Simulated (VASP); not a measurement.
# AlNi (P1) in VASP: notebook

Runs on AlNi. Level: PBE. Tasks: single point.

All numbers are computed with VASP 6.6.1; they aren't measurements. Logs are shortened: lines on timing, memory, paths and dates and some standing lists are left out, and cuts for length are marked.

## Step 1: The cell of the first run

The typed cell holds 16 atoms: a = 5.181 Å, b = 6.433 Å, c = 6.783 Å, α = 88.04°, β = 70.86°, γ = 71.57°.

## Step 2: Single point, PBE

The input, INCAR:

```
SYSTEM = AlNi
PREC     = Accurate       ! precision mode
ENCUT    = 520            ! plane-wave cutoff, eV
EDIFF    = 1E-6           ! SCF threshold, eV
ISMEAR   = 0              ! smearing method
SIGMA    = 0.1            ! smearing width, eV
LREAL    = Auto         
LASPH    = .True.         ! aspherical terms in the spheres
NELM     = 100            ! most SCF steps
ALGO     = Fast           ! electronic algorithm
ISIF     = 2              ! what is computed and relaxed
LWAVE    = .False.        ! write WAVECAR
LCHARG   = .False.        ! write CHGCAR
GGA      = PE             ! functional
ISYM     = 0            
NBANDS   = 66             ! bands
```

The input, KPOINTS:

```
Automatic mesh
0
Gamma
  3 2 2
  0 0.5 0.5
```

The input, POSCAR:

```
AlNi
1.0
    5.1717209474     -0.1691081122      0.2586602749
    2.3272001988     -0.3135105140     -5.9890982494
    2.4167523616      6.3278447771      0.3582865953
Ni Al
8 8
Direct
    1.0410924306      0.5387532139      0.4528229402
    0.5400713214      0.5432571779      0.4412484267
    1.0145591026      0.0793503821     -0.0289961002
    0.2502620711      0.4187952563      1.0438885271
    0.6960820437      0.8287674655      0.2169652142
    0.4877434272      0.6943218352      0.7981923147
    0.7719864373      0.2645815739      0.6905056042
   -0.0186309682      0.7247419118      0.8164179868
    0.2313292236     -0.0658184471      0.5708399678
    0.7487252639      0.9085110846      0.5465731070
    0.5309328636      1.0313260649      0.9442292301
    0.7445333369      0.4783632809      0.0220033025
    0.2139931285      0.7738370630      0.1778654761
    0.4946430940      0.2253507153      0.2912986867
    0.2568312798      0.3428792077      0.7033047256
   -0.0189905556      0.2317139650      0.3082174636
```

Potentials or basis: VASP PAW PBE potentials, release 64 (Ni, Al).

The run is started by

```bash
> cat potpaw_PBE.64/Ni/POTCAR potpaw_PBE.64/Al/POTCAR > POTCAR
> mpirun -np 1 vasp_std > vasp.out
```

OUTCAR:

```text
SYSTEM = AlNi
   PREC = Accurate
   ENCUT = 520
   EDIFF = 1E-6
   ISMEAR = 0
   LREAL = Auto
   LASPH = .True.
   NELM = 100
   ISIF = 2
   GGA = PE
   ISYM = 0

 ion  position               nearest neighbor table
   1  0.041  0.539  0.453-  10 2.36  16 2.38  15 2.44  13 2.48  14 2.50   2 2.57   2 2.61   8 2.66
                             4 2.67   7 2.75   6 2.94   5 2.97   9 3.21
   2  0.540  0.543  0.441-  14 2.42  16 2.43   5 2.51  15 2.51   9 2.52   6 2.54   1 2.57   1 2.61
                            12 2.69   7 2.70  13 2.91  10 3.07   8 3.07
   3  0.015  0.079  0.971-  16 2.45  12 2.48  13 2.53  11 2.54   8 2.62   9 2.65   7 2.66  11 2.68
                            15 2.72  14 2.75   5 2.79   6 2.83   4 2.94
   4  0.250  0.419  0.044-  15 2.36  13 2.42  16 2.43  11 2.44  14 2.49  12 2.58  12 2.66   1 2.67
                             6 2.70   8 2.77   7 2.87   3 2.94
   5  0.696  0.829  0.217-  10 2.43  14 2.43  11 2.45   2 2.51  13 2.52  12 2.55   8 2.62   9 2.70
                            13 2.73   3 2.79   1 2.97
   6  0.488  0.694  0.798-  12 2.45  13 2.48  10 2.48  11 2.52   8 2.53   9 2.53   2 2.54   8 2.67
                             7 2.68   4 2.70   3 2.83   1 2.94  15 3.05
   7  0.772  0.265  0.691-  16 2.45  11 2.52  15 2.53   9 2.55  10 2.57  12 2.62   3 2.66   6 2.68
                             2 2.70  15 2.74   1 2.75   4 2.87
   8  0.981  0.725  0.816-   9 2.41  15 2.42  12 2.43  11 2.44   6 2.53  10 2.57   3 2.62   5 2.62
                             1 2.66   6 2.67   4 2.77   2 3.07  13 3.13
   9  0.231  0.934  0.571-   8 2.41   2 2.52   6 2.53   7 2.55  10 2.58  10 2.62   3 2.65   5 2.70
                            15 2.86  16 2.87  13 2.93  14 2.94   1 3.21
  10  0.749  0.909  0.547-   1 2.36   5 2.43   6 2.48   8 2.57   7 2.57   9 2.58  11 2.60   9 2.62
                            13 2.77  14 2.91  16 2.91  15 3.06   2 3.07
  11  0.531  0.031  0.944-   4 2.44   8 2.44   5 2.45   6 2.52   7 2.52   3 2.54  10 2.60  14 2.63
                             3 2.68  13 2.79  15 2.86  16 3.03
  12  0.745  0.478  0.022-   8 2.43   6 2.45   3 2.48   5 2.55   4 2.58   7 2.62   4 2.66   2 2.69
                            13 2.69  14 2.69  15 2.72  16 2.81
  13  0.214  0.774  0.178-   4 2.42   1 2.48   6 2.48   5 2.52   3 2.53  12 2.69   5 2.73  10 2.77
                            11 2.79  16 2.85   2 2.91   9 2.93   8 3.13
  14  0.495  0.225  0.291-   2 2.42   5 2.43   4 2.49   1 2.50  16 2.57  16 2.61  11 2.63  15 2.68
                            12 2.69   3 2.75  10 2.91   9 2.94
  15  0.257  0.343  0.703-   4 2.36   8 2.42   1 2.44   2 2.51   7 2.53  14 2.68  12 2.72   3 2.72
                             7 2.74   9 2.86  11 2.86   6 3.05  10 3.06
  16  0.981  0.232  0.308-   1 2.38   4 2.43   2 2.43   7 2.45   3 2.45  14 2.57  14 2.61  12 2.81
                            13 2.85   9 2.87  10 2.91  11 3.03

IMPORTANT INFORMATION: All symmetrisations will be switched off!
NOSYMM: (Re-)initialisation of all symmetry stuff for point group C_1.

----------------------------------------------------------------------------------------

                                     Primitive cell

  volume of cell :     202.0111

  direct lattice vectors                    reciprocal lattice vectors
     5.171720947 -0.169108112  0.258660275     0.187047881 -0.075777857  0.076648437
     2.327200199 -0.313510514 -5.989098249     0.008402265  0.006078083 -0.164023322
     2.416752362  6.327844777  0.358286595     0.005415037  0.156307705 -0.006078083

  length of vectors
     5.180945884  6.432996770  6.783117335     0.215880004  0.164350818  0.156519533

  position of ions in fractional coordinates (direct lattice)
     0.041092431  0.538753214  0.452822940
     0.540071321  0.543257178  0.441248427
     0.014559103  0.079350382  0.971003900
     0.250262071  0.418795256  0.043888527
     0.696082044  0.828767466  0.216965214
     0.487743427  0.694321835  0.798192315
[... 8 lines left out ...]
     0.256831280  0.342879208  0.703304726
     0.981009444  0.231713965  0.308217464

  ion indices of the primitive-cell ions
   primitive index   ion index
                 1           1
                 2           2
                 3           3
                 4           4
                 5           5
                 6           6
[... 8 lines left out ...]
                15          15
                16          16

----------------------------------------------------------------------------------------

 KPOINTS: Automatic mesh

Automatic generation of k-mesh.
 Grid dimensions read from file:
 generate k-points for:    3    2    2

 Generating k-lattice:

  Cartesian coordinates                     Fractional coordinates (reciprocal lattice)
     0.062349294 -0.025259286  0.025549479     0.333333333  0.000000000  0.000000000
     0.004201133  0.003039041 -0.082011661    -0.000000000  0.500000000  0.000000000
     0.002707518  0.078153852 -0.003039041     0.000000000  0.000000000  0.500000000

  Length of vectors
     0.071960001  0.082175409  0.078259767

  Shift w.r.t. Gamma in fractional coordinates (k-lattice)
     0.000000000  0.500000000  0.500000000

 Subroutine IBZKPT returns following result:
 ===========================================

 Found      6 irreducible k-points:

 Following reciprocal coordinates:
            Coordinates               Weight
 -0.000000  0.250000  0.250000      2.000000
  0.333333  0.250000  0.250000      2.000000
 -0.333333  0.250000  0.250000      2.000000
  0.000000 -0.250000  0.250000      2.000000
  0.333333 -0.250000  0.250000      2.000000
 -0.333333 -0.250000  0.250000      2.000000
   k-points           NKPTS =      6   k-points in BZ     NKDIM =      6   number of bands    NBANDS=     66
   number of dos      NEDOS =    301   number of ions     NIONS =     16
   total plane-waves  NPLWV =  96000
   dimension x,y,z NGX =    40 NGY =   48 NGZ =   50
   dimension x,y,z NGXF=    80 NGYF=   96 NGZF=  100
   ions per type =               8   8
   NGX,Y,Z   is equivalent  to a cutoff of  12.84, 12.40, 12.25 a.u.
   NGXF,Y,Z  is equivalent  to a cutoff of  25.67, 24.81, 24.51 a.u.
 SYSTEM =  AlNi
   PREC   = accura    normal or accurate (medium, high low for compatibility)
   ISTART =      0    job   : 0-new  1-cont  2-samecut
   ICHARG =      2    charge: 1-file 2-atom 10-const
   ISPIN  =      1    spin polarized calculation?
   LNONCOLLINEAR =      F non collinear calculations
   LSORBIT =      F    spin-orbit coupling
   LASPH  =      T    aspherical Exc in radial PAW
   ENCUT  =  520.0 eV  38.22 Ry    6.18 a.u.   9.63 11.96 12.61*2*pi/ulx,y,z
   NELM   =    100;   NELMIN=  2; NELMDL= -5     # of ELM steps
   EDIFF  = 0.1E-05   stopping-criterion for ELM
   LREAL  =      T    real-space projection
   EDIFFG = 0.1E-04   stopping-criterion for IOM
   NSW    =      0    number of steps for IOM
   IBRION =     -1    ionic relax: 0-MD 1-quasi-New 2-CG
   NFREE  =      0    steps in history (QN), initial steepest desc. (CG)
   ISIF   =      2    stress and relaxation
   ISYM   =      0    0-nonsym 1-usesym 2-fastsym
   POTIM  = 0.5000    time-step for ionic-motion
   TEBEG  =    0.0;   TEEND  =   0.0 temperature during run
   PSTRESS=    0.0 pullay stress
   NELECT =     104.0000    total number of electrons
   NUPDOWN=      -1.0000    fix difference up-down
   EMIN   =  10.00;   EMAX   =-10.00  energy-range for DOS
   EFERMI =   0.00;   METHOD = LEGACY
   ISMEAR =     0;   SIGMA  =   0.10  broadening in eV -4-tet -1-fermi 0-gaus
   EFERMI_NEDOS =   21; number of points for ismear=-14 and -15
   IALGO  =     68    algorithm
   IMIX   =      4    mixing-type and parameters
     AMIX     =   0.40;   BMIX     =  1.00
     AMIX_MAG =   1.60;   BMIX_MAG =  1.00
  volume/ion in A,a.u.               =      12.63        85.20
  Fermi-wavevector in a.u.,A,eV,Ry     =   1.312082  2.479475 23.423219  1.721558
  Thomas-Fermi vector in A             =   2.442499
   LORBIT       =      0    0 simple, 1 ext, 2 COOP (PROOUT), +10 PAW based schemes
   GGA     = PE    functional components
   LHFCALC =     F    Hartree Fock is set to
   AEXX    =    0.0000 exact exchange contribution
   IVDW    =     0    specifies the selected vdW correction
   LEPSILON=     F    determine dielectric tensor
   LRPA    =     F    only Hartree local field effects (RPA)
 non-spin polarized calculation
 RMM-DIIS sequential band-by-band and
 Gauss-broadening in eV      SIGMA  =   0.10
  energy-cutoff  :      520.00
  volume of cell :      202.01
 maximum number of plane-waves:      5452
 NGX is ok and might be reduce to    40
   NGX = 19   NGY = 23   NGZ = 25

 number of electron     103.9999999 magnetization

 Free energy of the ion-electron system (eV)
  ---------------------------------------------------
  ext. energy  EPLUGINS =         0.00000000
  ---------------------------------------------------
  free energy    TOTEN  =       -81.12485446 eV

  energy without entropy =      -81.08958374  energy(sigma->0) =      -81.10721910

 E-fermi :   9.2239     XC(G=0): -11.7753

 val. band max:        9.2232732877   @ k =  -0.0000   0.2500   0.2500
 cond. band min:       9.2275745916   @ k =   0.3333   0.2500   0.2500
 fundamental gap:      0.0043013039
 Fermi energy:         9.2239225203

 k-point     1 :      -0.0000    0.2500    0.2500
  band No.  band energies     occupation
      1      -1.1094      2.00000
      2       0.5431      2.00000
      3       0.8984      2.00000
      4       2.7729      2.00000
      5       3.6201      2.00000
      6       3.8418      2.00000
[... 56 lines left out ...]
     63      12.9387      0.00000
     64      13.1550      0.00000

 k-point     2 :       0.3333    0.2500    0.2500
  band No.  band energies     occupation
      1      -0.8830      2.00000
      2       1.7078      2.00000
      3       1.8077      2.00000
      4       2.1621      2.00000
      5       2.3774      2.00000
      6       2.7705      2.00000
[... 56 lines left out ...]
     63      13.0230      0.00000
     64      13.1209      0.00000

 k-point     3 :      -0.3333    0.2500    0.2500
  band No.  band energies     occupation
      1       0.0445      2.00000
      2       0.6711      2.00000
      3       0.8452      2.00000
      4       1.1737      2.00000
      5       2.3234      2.00000
      6       3.6140      2.00000
[... 56 lines left out ...]
     63      12.6426      0.00000
     64      13.0041      0.00000

 k-point     4 :       0.0000   -0.2500    0.2500
  band No.  band energies     occupation
      1      -1.1678      2.00000
      2       0.6071      2.00000
      3       1.2240      2.00000
      4       2.3310      2.00000
      5       3.4500      2.00000
      6       3.6828      2.00000
[... 56 lines left out ...]
     63      12.5215      0.00000
     64      12.7492      0.00000

 k-point     5 :       0.3333   -0.2500    0.2500
  band No.  band energies     occupation
      1      -0.4599      2.00000
      2       0.6650      2.00000
      3       1.5137      2.00000
      4       1.8632      2.00000
      5       2.5339      2.00000
      6       3.0779      2.00000
[... 56 lines left out ...]
     63      13.0348      0.00000
     64      13.4707      0.00000

 k-point     6 :      -0.3333   -0.2500    0.2500
  band No.  band energies     occupation
      1      -0.4284      2.00000
      2       0.4188      2.00000
      3       1.4237      2.00000
      4       2.2046      2.00000
      5       2.7279      2.00000
      6       3.0047      2.00000
[... 56 lines left out ...]
     63      13.3716      0.00000
     64      13.8695      0.00000
 [bands above 64 left out]

------------------------ aborting loop because EDIFF is reached ----------------------------------------

  FORCE on cell =-STRESS in cart. coord.  units (eV):
  Direction    XX          YY          ZZ          XY          YZ          ZX
  --------------------------------------------------------------------------------------
  -------------------------------------------------------------------------------------
  Total        0.0454007      0.2397451      0.2455724      0.0027534      0.0625846     -0.0106493
  in kB        0.3600790      1.9014504      1.9476676      0.0218373      0.4963671     -0.0844614
  external PRESSURE =       1.4030657 kB  Pullay stress =       0.0000000 kB

 VOLUME and BASIS-vectors are now :
 -----------------------------------------------------------------------------
  energy-cutoff  :      520.00
  volume of cell :      202.01
      direct lattice vectors                 reciprocal lattice vectors
     5.171720947 -0.169108112  0.258660275     0.187047881 -0.075777857  0.076648437
     2.327200199 -0.313510514 -5.989098249     0.008402265  0.006078083 -0.164023322
     2.416752362  6.327844777  0.358286595     0.005415037  0.156307705 -0.006078083

 POSITION                                       TOTAL-FORCE (eV/Angst)
 -----------------------------------------------------------------------------------
      2.56067      2.68954     -3.05378         0.008957     -0.008156     -0.001625
      5.12375      2.53050     -2.95583         0.000449      0.007252     -0.005944
      2.60664      6.11702     -0.12357        -0.011213      0.004573     -0.001328
      2.37497      0.10410     -2.42775         0.001703      0.012382     -0.007368
      6.05300      0.99538     -4.70579         0.014438     -0.007401      0.003150
      6.06733      4.75068     -3.74622        -0.012484     -0.016303     -0.003939
[... 8 lines left out ...]
      3.82592      4.29947     -1.73512         0.001989      0.000304     -0.016017
      6.35764      1.71181     -1.02358        -0.001314      0.001397     -0.002305
 -----------------------------------------------------------------------------------
    total drift:                               -0.005593     -0.002984     -0.001860

  FREE ENERGIE OF THE ION-ELECTRON SYSTEM (eV)
  ---------------------------------------------------
  free  energy   TOTEN  =       -81.1248544567 eV

  energy  without entropy=      -81.0895837428  energy(sigma->0) =      -81.10721910
```

Run time: 1.8 min. Hardware: 1 thread of Intel Xeon Platinum 8488C (Sapphire Rapids), shared host; peak memory 0.31 GiB.

Results:

```yaml
Free_energy: -81.1249 eV
Pressure: 0.1 GPa
Largest_force: 0.033 eV/Å
Band_gap_on_the_k_mesh: zero (bands 52 and 53 overlap by 0.27 eV)
```

Forces on the atoms (eV/Å):
```
Ni   0.009 -0.008 -0.002
Ni   0.000  0.007 -0.006
Ni  -0.011  0.005 -0.001
Ni   0.002  0.012 -0.007
Ni   0.014 -0.007  0.003
Ni  -0.012 -0.016 -0.004
Ni   0.002  0.009  0.001
Ni   0.010 -0.012 -0.014
Al  -0.002  0.009  0.010
Al  -0.004  0.014  0.030
Al   0.004 -0.002  0.000
Al   0.005 -0.004 -0.007
Al  -0.017 -0.009  0.004
Al  -0.001  0.000  0.011
Al   0.002  0.000 -0.016
Al  -0.001  0.001 -0.002
```

Stress tensor (GPa, compression positive):
```
 0.04  0.00 -0.01
 0.00  0.19  0.05
-0.01  0.05  0.19
```

Levels at points of the mesh, in eV from the Fermi level:
```
           k point  band 50  band 51  band 52  band 53  band 54  band 55
(0.00, 0.25, 0.25)    -0.59    -0.52    -0.34     0.00     0.32     0.54
```

Caveat: the k points lie up to 0.52 Å⁻¹ apart. Spin polarisation is off, so any magnetic state and its effect on volume and gap are missing.

## Step 3: Single point, PBE

The input, INCAR:

```
PREC = Accurate ; ENCUT = 520
EDIFF = 1E-6 ; ISMEAR = 0
SIGMA = 0.1 ; LREAL = Auto
LASPH = True ; NELM = 80
ALGO = Fast ; ISIF = 2
LWAVE = False ; LCHARG = False
GGA = PE ; NBANDS = 66
ISYM = 0
```

The input, KPOINTS:

```
regular mesh
0
Gamma
  5 4 3
```

The input, POSCAR:

```
AlNi
1.0
    5.2439182458     -0.1276026442      0.1692314807
    2.4618075644     -0.2752077207     -5.9855082811
    2.4968330270      6.2870478413      0.2965378958
Ni Al
8 8
Direct
    0.0195400967      0.5350108302      0.4577018260
    0.5165959250      0.5465487909      0.4392309459
    0.0148410770      0.0734357347      0.9724255923
    0.2483620630      0.4238616337      0.0422388957
    0.7098559407      0.8215753347      0.2186937090
    0.4954132337      0.6950015345      0.7937550212
    0.7662004697      0.2665190476      0.6963704510
    0.9913728921      0.7263667933      0.8101859500
    0.2402444642      0.9427430403      0.5670684205
    0.7553566867      0.9181024773      0.5466420017
    0.5252371871      0.0268135503      0.9498155588
    0.7510010711      0.4798662023      0.0195844494
    0.2188728495      0.7694691470      0.1857460654
    0.4940281500      0.2245105562      0.2870341658
    0.2609784514      0.3368938297      0.7010429954
    0.9772629425      0.2320132482      0.3078408251
```

Potentials or basis: VASP PAW PBE potentials, release 64 (Ni, Al).

The run is started by

```bash
> cat potpaw_PBE.64/Ni/POTCAR potpaw_PBE.64/Al/POTCAR > POTCAR
> mpirun -np 1 vasp_std > vasp.out
```

It took 7.8 min on 1 thread of Intel Xeon Platinum 8488C (Sapphire Rapids), shared host; peak memory 0.45 GiB.

It converged, with:

```
Free energy            : -80.8738 eV
Pressure               : 0.0 GPa
Largest force          : 0.017 eV/Å
Band gap on the k mesh : zero (bands 52 and 53 overlap by 0.47 eV)
```

Forces in eV/Å, atoms in the order of the input:
```
Ni   0.000  0.004  0.003
Ni  -0.001 -0.007 -0.004
Ni  -0.004 -0.004 -0.002
Ni   0.000  0.008 -0.001
Ni  -0.005  0.006  0.014
Ni  -0.007 -0.009  0.002
Ni   0.014  0.007  0.008
Ni   0.010 -0.001 -0.011
Al  -0.008 -0.006 -0.004
Al   0.002 -0.001  0.004
Al   0.004 -0.004 -0.002
Al   0.007 -0.002 -0.003
Al  -0.011 -0.003  0.000
Al  -0.002  0.006  0.005
Al  -0.002 -0.002 -0.008
Al   0.005  0.009 -0.001
```

Levels at points of the mesh, in eV from the Fermi level:
```tsv
k point	band 49	band 50	band 51	band 52	band 53	band 54	band 55	band 56
(0.00, 0.00, 0.00)	-0.72	-0.59	-0.53	-0.40	-0.14	-0.10	0.45	0.55
(0.00, 0.50, 0.00)	-0.49	-0.38	-0.09	-0.01	0.18	0.20	0.70	1.16
```
